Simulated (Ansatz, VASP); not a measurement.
BeS in VASP and in Ansatz

```
Be S
1.0
     0.00000    2.24111    2.38949
     2.38949    0.00000    2.38949
     2.38949    2.24111    0.00000
Be S
1 1
Direct
  0.00000 0.00000 0.00000
  0.75000 0.75000 0.75000
```

Alike in both runs: task single point; functional PBEsol; k mesh 10 × 10 × 10; occupations gaussian, width 0.05 eV; no spin polarisation.

|  | VASP | Ansatz |
| --- | --- | --- |
| version | VASP 6.6.1 | Ansatz 0.2.0 |
| potentials or method | VASP PAW PBE potentials, release 64 (Be, S), cutoff 520 eV | scalar-relativistic, plane waves, PAW |
| valence electrons in the cell | 8 | 8 |

|  | VASP | Ansatz | Ansatz less VASP |
| --- | --- | --- | --- |
| gap on the k mesh at the Fermi level (eV) | 2.08 | 2.08 | -0.004 |
| least direct gap on the mesh (eV) | 5.30 | 5.27 | -0.032 |
| pressure (GPa) | 12.0 | 11.8 | -0.19 |
| traceless stress, the component that is largest in VASP (GPa) | 3.68 | 3.71 | +0.024 |

VASP's potentials were made for PBE, not for PBEsol.
